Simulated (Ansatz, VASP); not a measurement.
**W: VASP beside Ansatz**

```
W
1.0
     5.03204    0.00000    0.00000
     0.00000    5.03204    0.00000
     0.00000    0.00000    5.03204
W
8
Direct
  0.00000 0.00000 0.00000
  0.50000 0.50000 0.50000
  0.00000 0.50000 0.25000
  0.00000 0.50000 0.75000
  0.25000 0.00000 0.50000
  0.75000 0.00000 0.50000
  0.50000 0.75000 0.00000
  0.50000 0.25000 0.00000
```

Alike in both runs: task single point; functional PBEsol; k mesh 8 × 8 × 8; occupations gaussian, width 0.15 eV; no spin polarisation.

|  | VASP | Ansatz |
| --- | --- | --- |
| version | VASP 6.6.1 | Ansatz 0.2.0 |
| potentials or method | VASP PAW PBE potentials, release 64 (W_sv), cutoff 520 eV | scalar-relativistic, plane waves, PAW |
| valence electrons in the cell | 112 | 112 |

Ansatz gave:

| Property | Result |
| --- | --- |
| gap on the k mesh at the Fermi level (eV) | none |
| pressure (GPa) | 0.0 |

Question: Which values does VASP return?

Answer: gap on the k mesh at the Fermi level (eV): none; pressure (GPa): 0.8.

VASP's potentials were made for PBE, not for PBEsol. A gap of «none» marks a metal or a gap that the smearing closes. The functional is the same, so the differences come from potentials, cutoffs and numerics.

Spin-orbit coupling is off throughout.
